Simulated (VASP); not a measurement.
# MoSe (F-43m) in VASP: a series of runs

The runs below take MoSe through single point, with PBE+U.

Everything below comes from runs of VASP 6.6.1. Logs are shortened: lines on timing, memory, paths and dates and some standing lists are left out, and cuts for length are marked.

**1. The cell of the first run**

The structure is cubic, space group F-43m (No. 216). Conventional cell: a = 6.247 Å, b = 6.247 Å, c = 6.247 Å, α = 90.00°, β = 90.00°, γ = 90.00°. Within 3.6 Å of Mo (site symmetry -43m) lie 4 Se at 2.70 Å. Se (site symmetry -43m) has 4 Mo at 2.70 Å within 3.6 Å.

**2. Single point, PBE+U, collinear spin**

INCAR reads:

```
SYSTEM = MoSe
ALGO = Normal
EDIFF = 1E-7
ENCUT = 520
GGA = PE
ISIF = 2
ISMEAR = 0
ISPIN = 2
LASPH = .True.
LCHARG = .False.
LDAU = .True.
LDAUJ = 0 0
LDAUL = 2 -1
LDAUPRINT = 1
LDAUTYPE = 2
LDAUU = 4.38 0
LMAXMIX = 4
LORBIT = 11
LREAL = .False.
LWAVE = .False.
MAGMOM = 3.51 -0.31
NBANDS = 21
NELM = 150
PREC = Accurate
SIGMA = 0.1
```

KPOINTS reads:

```
k-points
0
Gamma
  12 12 12
  0 0 0
```

POSCAR reads:

```
MoSe
1.0
    0.0000000000      3.1234515502      3.1234515502
    3.1234515502      0.0000000000      3.1234515502
    3.1234515502      3.1234515502      0.0000000000
Mo Se
1 1
Direct
    0.0000000000      0.0000000000      0.0000000000
    0.2500000000      0.2500000000      0.2500000000
```

Potentials or basis: VASP PAW PBE potentials, release 64 (Mo_sv, Se).

Launch:

```bash
> cat potpaw_PBE.64/Mo_sv/POTCAR potpaw_PBE.64/Se/POTCAR > POTCAR
> mpirun -np 1 vasp_std > vasp.out
```

OUTCAR:

```text
SYSTEM = MoSe
   EDIFF = 1E-7
   ENCUT = 520
   GGA = PE
   ISIF = 2
   ISMEAR = 0
   ISPIN = 2
   LASPH = .True.
   LORBIT = 11
   LREAL = .False.
   NELM = 150
   PREC = Accurate

 ion  position               nearest neighbor table
   1  0.000  0.000  0.000-   2 2.70   2 2.70   2 2.70   2 2.70
   2  0.250  0.250  0.250-   1 2.70   1 2.70   1 2.70   1 2.70

  LATTYP: Found a face centered cubic cell.
 ALAT       =     6.2469031004

  Lattice vectors:

 A1 = (   0.0000000000,   3.1234515502,   3.1234515502)
 A2 = (   3.1234515502,   0.0000000000,   3.1234515502)
 A3 = (   3.1234515502,   3.1234515502,   0.0000000000)

Analysis of symmetry for initial positions (statically):
=====================================================================
 Subroutine PRICEL returns:
 Original cell was already a primitive cell.

 Routine SETGRP: Setting up the symmetry group for a
 face centered cubic supercell.

 Subroutine GETGRP returns: Found 24 space group operations
 (whereof 24 operations were pure point group operations)
 out of a pool of 48 trial point group operations.

The static configuration has the point symmetry T_d .

Analysis of symmetry for dynamics (positions and initial velocities):
=====================================================================
 Subroutine PRICEL returns:
 Original cell was already a primitive cell.

 Routine SETGRP: Setting up the symmetry group for a
 face centered cubic supercell.

 Subroutine GETGRP returns: Found 24 space group operations
 (whereof 24 operations were pure point group operations)
 out of a pool of 48 trial point group operations.

The dynamic configuration has the point symmetry T_d .

Analysis of structural, dynamic, and magnetic symmetry:
=====================================================================
 Subroutine PRICEL returns:
 Original cell was already a primitive cell.

 Routine SETGRP: Setting up the symmetry group for a
 face centered cubic supercell.

 Subroutine GETGRP returns: Found 24 space group operations
 (whereof 24 operations were pure point group operations)
 out of a pool of 48 trial point group operations.

The overall configuration has the point symmetry T_d .

 Subroutine INISYM returns: Found 24 space group operations
 (whereof 24 operations are pure point group operations),
 and found     1 'primitive' translations

----------------------------------------------------------------------------------------

                                     Primitive cell

  volume of cell :      60.9445

  direct lattice vectors                    reciprocal lattice vectors
     0.000000000  3.123451550  3.123451550    -0.160079320  0.160079320  0.160079320
     3.123451550  0.000000000  3.123451550     0.160079320 -0.160079320  0.160079320
     3.123451550  3.123451550  0.000000000     0.160079320  0.160079320 -0.160079320

  length of vectors
     4.417227544  4.417227544  4.417227544     0.277265515  0.277265515  0.277265515

  position of ions in fractional coordinates (direct lattice)
     0.000000000  0.000000000  0.000000000
     0.250000000  0.250000000  0.250000000

  ion indices of the primitive-cell ions
   primitive index   ion index
                 1           1
                 2           2

----------------------------------------------------------------------------------------

 KPOINTS: k-points

Automatic generation of k-mesh.
 Grid dimensions read from file:
 generate k-points for:   12   12   12

 Generating k-lattice:

[... 57 lines left out ...]
   LSORBIT =      F    spin-orbit coupling
   LASPH  =      T    aspherical Exc in radial PAW
   ENCUT  =  520.0 eV  38.22 Ry    6.18 a.u.   8.21  8.21  8.21*2*pi/ulx,y,z
   NELM   =    150;   NELMIN=  2; NELMDL= -5     # of ELM steps
   EDIFF  = 0.1E-06   stopping-criterion for ELM
   LREAL  =      F    real-space projection
   EDIFFG = 0.1E-05   stopping-criterion for IOM
   NSW    =      0    number of steps for IOM
   IBRION =     -1    ionic relax: 0-MD 1-quasi-New 2-CG
   NFREE  =      0    steps in history (QN), initial steepest desc. (CG)
   ISIF   =      2    stress and relaxation
   ISYM   =      2    0-nonsym 1-usesym 2-fastsym
   POTIM  = 0.5000    time-step for ionic-motion
   TEBEG  =    0.0;   TEEND  =   0.0 temperature during run
   PSTRESS=    0.0 pullay stress
   NELECT =      20.0000    total number of electrons
   NUPDOWN=      -1.0000    fix difference up-down
   EMIN   =  10.00;   EMAX   =-10.00  energy-range for DOS
   EFERMI =   0.00;   METHOD = LEGACY
   ISMEAR =     0;   SIGMA  =   0.10  broadening in eV -4-tet -1-fermi 0-gaus
   EFERMI_NEDOS =   21; number of points for ismear=-14 and -15
   IALGO  =     38    algorithm
   IMIX   =      4    mixing-type and parameters
     AMIX     =   0.40;   BMIX     =  1.00
     AMIX_MAG =   1.60;   BMIX_MAG =  1.00
  volume/ion in A,a.u.               =      30.47       205.64
  Fermi-wavevector in a.u.,A,eV,Ry     =   1.129207  2.133891 17.348890  1.275107
  Thomas-Fermi vector in A             =   2.265899
   LORBIT       =     11    0 simple, 1 ext, 2 COOP (PROOUT), +10 PAW based schemes
 LDA+U is selected, type is set to LDAUTYPE =  2
   angular momentum for each species LDAUL =     2   -1
   U (eV)           for each species LDAUU =   4.4  0.0
   J (eV)           for each species LDAUJ =   0.0  0.0
   GGA     = PE    functional components
   LHFCALC =     F    Hartree Fock is set to
   AEXX    =    0.0000 exact exchange contribution
   IVDW    =     0    specifies the selected vdW correction
   LEPSILON=     F    determine dielectric tensor
   LRPA    =     F    only Hartree local field effects (RPA)
 spin polarized calculation
 Gauss-broadening in eV      SIGMA  =   0.10
  energy-cutoff  :      520.00
  volume of cell :       60.94
 maximum number of plane-waves:      1676
 NGX is ok and might be reduce to    36
   NGX = 17   NGY = 17   NGZ = 17

atom =   1  type =  1  l = 2

 onsite density matrix

spin component  1

  0.7000 -0.0000 -0.0000  0.0000 -0.0000
 -0.0000  0.7000 -0.0000 -0.0000 -0.0000
 -0.0000 -0.0000  0.8242  0.0000 -0.0000
  0.0000 -0.0000  0.0000  0.7000  0.0000
 -0.0000 -0.0000 -0.0000  0.0000  0.8242

spin component  2

  0.0569  0.0000  0.0000 -0.0000  0.0000
  0.0000  0.0569 -0.0000  0.0000  0.0000
  0.0000 -0.0000  0.0154 -0.0000  0.0000
 -0.0000  0.0000 -0.0000  0.0569  0.0000
  0.0000  0.0000  0.0000  0.0000  0.0154

 occupancies and eigenvectors

  o =  0.0154  v =  0.0000  0.0000  0.0000  0.0000  0.0000  0.0000  0.0000  0.0870  0.0000 -0.9962      0.0000  0.0000  0.0000  0.0000  0.0000  0.0000  0.0000  0.0000  0.0000  0.0000
  o =  0.0154  v =  0.0000  0.0000  0.0000  0.0000  0.0000  0.0000  0.0000 -0.9962  0.0000 -0.0870      0.0000  0.0000  0.0000  0.0000  0.0000  0.0000  0.0000  0.0000  0.0000  0.0000
  o =  0.0569  v =  0.0000  0.0000  0.0000  0.0000  0.0000 -0.0017 -0.6907 -0.0000 -0.7231 -0.0000      0.0000  0.0000  0.0000  0.0000  0.0000  0.0000  0.0000  0.0000  0.0000  0.0000
  o =  0.0569  v =  0.0000  0.0000  0.0000  0.0000  0.0000 -0.0119  0.7231  0.0000 -0.6907 -0.0000      0.0000  0.0000  0.0000  0.0000  0.0000  0.0000  0.0000  0.0000  0.0000  0.0000
  o =  0.0569  v =  0.0000  0.0000  0.0000  0.0000  0.0000  0.9999  0.0074  0.0000 -0.0094  0.0000      0.0000  0.0000  0.0000  0.0000  0.0000  0.0000  0.0000  0.0000  0.0000  0.0000
  o =  0.7000  v =  0.0000 -0.4101 -0.0000 -0.9120  0.0000  0.0000  0.0000  0.0000  0.0000  0.0000      0.0000  0.0000  0.0000  0.0000  0.0000  0.0000  0.0000  0.0000  0.0000  0.0000
  o =  0.7000  v =  0.0000 -0.9120  0.0000  0.4101  0.0000  0.0000  0.0000  0.0000  0.0000  0.0000      0.0000  0.0000  0.0000  0.0000  0.0000  0.0000  0.0000  0.0000  0.0000  0.0000
  o =  0.7000  v =  1.0000  0.0000  0.0000  0.0000  0.0000  0.0000  0.0000  0.0000  0.0000  0.0000      0.0000  0.0000  0.0000  0.0000  0.0000  0.0000  0.0000  0.0000  0.0000  0.0000
  o =  0.8242  v =  0.0000 -0.0000 -0.9936  0.0000 -0.1131  0.0000  0.0000  0.0000  0.0000  0.0000      0.0000  0.0000  0.0000  0.0000  0.0000  0.0000  0.0000  0.0000  0.0000  0.0000
  o =  0.8242  v =  0.0000  0.0000 -0.1131 -0.0000  0.9936  0.0000  0.0000  0.0000  0.0000  0.0000      0.0000  0.0000  0.0000  0.0000  0.0000  0.0000  0.0000  0.0000  0.0000  0.0000

 number of electron      20.0000000 magnetization       3.9999916

 Free energy of the ion-electron system (eV)
  ---------------------------------------------------
  ext. energy  EPLUGINS =         0.00000000
  ---------------------------------------------------
  free energy    TOTEN  =        -9.89422049 eV

  energy without entropy =       -9.88859896  energy(sigma->0) =       -9.89140972

 E-fermi :   3.8603     XC(G=0):  -8.7365

 val. band max:        3.8579052915   @ k =   0.2500   0.2500   0.0000
 cond. band min:       3.8684592650   @ k =  -0.1667   0.0833   0.0000
 fundamental gap:      0.0105539735
 Fermi energy:         3.8603478754

 spin component 1

 k-point     1 :       0.0000    0.0000    0.0000
  band No.  band energies     occupation
      1     -57.8553      1.00000
      2     -32.0893      1.00000
      3     -32.0893      1.00000
      4     -32.0893      1.00000
      5      -9.6071      1.00000
      6      -0.6542      1.00000
[... 1145 lines left out ...]
     20      15.7587      0.00000
     21      17.7494      0.00000

 [... further k-points ...]
[... 5 lines left out ...]
  --------------------------------------------------------------------------------------
  -------------------------------------------------------------------------------------
  Total       -0.3477312     -0.3477312     -0.3477312      0.0000000      0.0000000      0.0000000
  in kB       -9.1415530     -9.1415530     -9.1415530      0.0000000      0.0000000      0.0000000
  external PRESSURE =      -9.1415530 kB  Pullay stress =       0.0000000 kB

 VOLUME and BASIS-vectors are now :
 -----------------------------------------------------------------------------
  energy-cutoff  :      520.00
  volume of cell :       60.94
      direct lattice vectors                 reciprocal lattice vectors
     0.000000000  3.123451550  3.123451550    -0.160079320  0.160079320  0.160079320
     3.123451550  0.000000000  3.123451550     0.160079320 -0.160079320  0.160079320
     3.123451550  3.123451550  0.000000000     0.160079320  0.160079320 -0.160079320

 POSITION                                       TOTAL-FORCE (eV/Angst)
 -----------------------------------------------------------------------------------
      0.00000      0.00000      0.00000        -0.000000     -0.000000     -0.000000
      1.56173      1.56173      1.56173         0.000000      0.000000      0.000000
 -----------------------------------------------------------------------------------
    total drift:                                0.000000      0.000000      0.000000

  FREE ENERGIE OF THE ION-ELECTRON SYSTEM (eV)
  ---------------------------------------------------
  free  energy   TOTEN  =        -9.8942204855 eV

  energy  without entropy=       -9.8885989602  energy(sigma->0) =       -9.89140972

 total charge

# of ion       s       p       d       tot
------------------------------------------
    1        2.212   6.057   3.913  12.182
    2        1.445   2.371   0.035   3.850
--------------------------------------------------
tot          3.657   8.428   3.948  16.032

 magnetization (x)

# of ion       s       p       d       tot
------------------------------------------
    1        0.064   0.038   3.519   3.621
    2       -0.000  -0.237   0.031  -0.206
--------------------------------------------------
tot          0.063  -0.199   3.550   3.415
```

Run time: 5.4 min. Hardware: 1 thread of Intel Xeon 8259CL, shared host; peak memory 0.34 GiB.

What came out:

```yaml
Free_energy: -9.8942 eV
Pressure: -0.9 GPa
Band_gap_on_the_k_mesh: zero (filled and empty bands overlap)
Net_moment: 4.00 μB per cell
Site_moments: Mo +3.62; Se -0.21 μB
Valence_electrons_inside_the_program's_atomic_spheres: Mo 12.18; Se 3.85
```

Eigenvalues of the final occupation matrices:
| site | spin | trace | eigenvalues |
| --- | --- | --- | --- |
| site 1 d | 1 | 3.75 | 0.70 0.70 0.70 0.82 0.82 |
| site 1 d | 2 | 0.20 | 0.02 0.02 0.06 0.06 0.06 |

**3. Single point, PBE+U, collinear spin**

INCAR reads:

```
SYSTEM = MoSe
PREC = Accurate
ENCUT = 520
EDIFF = 1E-7
ISMEAR = 0
SIGMA = 0.1
LREAL = .False.
LASPH = .True.
NELM = 150
ALGO = Normal
ISIF = 2
LWAVE = .False.
LCHARG = .False.
ISPIN = 2
MAGMOM = 2 0
LORBIT = 11
LMAXMIX = 4
LDAU = .True.
LDAUTYPE = 2
LDAUL = 2 -1
LDAUU = 4.38 0
LDAUJ = 0 0
LDAUPRINT = 1
GGA = PE
NBANDS = 21
```

KPOINTS reads:

```
regular mesh
0
Gamma
  12 12 12
  0 0 0
```

POSCAR is that of step 2.

Potentials or basis: VASP PAW PBE potentials, release 64 (Mo_sv, Se).

Launch:

```bash
> cat potpaw_PBE.64/Mo_sv/POTCAR potpaw_PBE.64/Se/POTCAR > POTCAR
> mpirun -np 1 vasp_std > vasp.out
```

Wall time 5.1 min (1 thread of Intel Xeon 8259CL, shared host); peak memory 0.33 GiB.

The run converged. Its results:

- Free energy: -9.8942 eV
- Pressure: -0.9 GPa
- Band gap on the k mesh: zero (filled and empty bands overlap)
- Net moment: 4.00 μB per cell
- Site moments: Mo +3.62; Se -0.21 μB
- Valence electrons inside the program's atomic spheres: Mo 12.18; Se 3.85

Levels at points of the mesh, in eV from the Fermi level:
Spin up:
| k point | band 10 | band 11 | band 12 | band 13 | band 14 | band 15 |
| --- | --- | --- | --- | --- | --- | --- |
| (0.00, 0.00, 0.00) | -2.60 | 0.01 | 1.73 | 1.73 | 1.73 | 5.95 |
| (0.50, 0.00, 0.00) | -2.34 | -1.72 | 0.43 | 0.43 | 2.45 | 6.00 |
| (0.50, 0.50, 0.00) | -2.24 | -1.88 | -0.92 | -0.92 | 3.39 | 4.95 |
Spin down:
| k point | band 5 | band 6 | band 7 | band 8 | band 9 | band 10 | band 11 | band 12 |
| --- | --- | --- | --- | --- | --- | --- | --- | --- |
| (0.00, 0.00, 0.00) | -13.58 | -3.07 | -3.07 | -3.07 | 1.16 | 2.83 | 2.83 | 5.10 |
| (0.50, 0.00, 0.00) | -13.25 | -4.33 | -2.98 | -2.98 | 2.48 | 2.99 | 2.99 | 3.72 |
| (0.50, 0.50, 0.00) | -13.14 | -4.38 | -2.99 | -2.99 | 1.10 | 2.33 | 3.41 | 3.41 |

Eigenvalues of the final occupation matrices:
```csv
site,spin,trace,eigenvalues
site 1 d,1,3.75,0.70 0.70 0.70 0.82 0.82
site 1 d,2,0.20,0.02 0.02 0.06 0.06 0.06
```

**4. Single point, PBE+U, collinear spin**

INCAR reads:

```
  PREC = Accurate
  ENCUT = 520
  EDIFF = 1E-7
  ISMEAR = 0
  SIGMA = 0.1
  LREAL = False
  LASPH = True
  NELM = 150
  ALGO = Normal
  ISIF = 2
  LWAVE = False
  LCHARG = False
  ISPIN = 2
  MAGMOM = 2 0
  LORBIT = 11
  LMAXMIX = 4
  LDAU = True
  LDAUTYPE = 2
  LDAUL = 2 -1
  LDAUU = 4.38 0
  LDAUJ = 0 0
  LDAUPRINT = 1
  GGA = PE
  NBANDS = 21
```

KPOINTS reads:

```
regular mesh
0
Gamma
  12 12 12
```

POSCAR is that of step 3.

Launch:

```bash
> cat potpaw_PBE.64/Mo_sv/POTCAR potpaw_PBE.64/Se/POTCAR > POTCAR
> mpirun -np 1 vasp_std > vasp.out
```

Wall time 5.3 min (1 thread of Intel Xeon 8259CL, shared host); peak memory 0.34 GiB.

The run converged. Its results:

```
Free energy                                           : -9.8942 eV
Pressure                                              : -0.9 GPa
Band gap on the k mesh                                : zero (filled and empty bands overlap)
Net moment                                            : 4.00 μB per cell
Site moments                                          : Mo +3.62; Se -0.21 μB
Valence electrons inside the program's atomic spheres : Mo 12.18; Se 3.85
```

Levels at points of the mesh, in eV from the Fermi level:
Spin up:
```csv
k point,band 9,band 10,band 11,band 12,band 13,band 14,band 15,band 16
"(0.00, 0.00, 0.00)",-2.60,-2.60,0.01,1.73,1.73,1.73,5.95,5.95
"(0.50, 0.00, 0.00)",-2.34,-2.34,-1.72,0.43,0.43,2.45,6.00,6.70
"(0.50, 0.50, 0.00)",-2.28,-2.24,-1.88,-0.92,-0.92,3.39,4.95,7.68
```
Spin down:
```
           k point  band 6  band 7  band 8  band 9  band 10  band 11
(0.00, 0.00, 0.00)   -3.07   -3.07   -3.07    1.16     2.83     2.83
(0.50, 0.00, 0.00)   -4.33   -2.98   -2.98    2.48     2.99     2.99
(0.50, 0.50, 0.00)   -4.38   -2.99   -2.99    1.10     2.33     3.41
```

Eigenvalues of the final occupation matrices:
```
    site  spin  trace               eigenvalues
site 1 d     1   3.75  0.70 0.70 0.70 0.82 0.82
site 1 d     2   0.20  0.02 0.02 0.06 0.06 0.06
```

[end of part 1 of 2]

The gap in the log of VASP goes by the Fermi energy; the results here count the filled bands.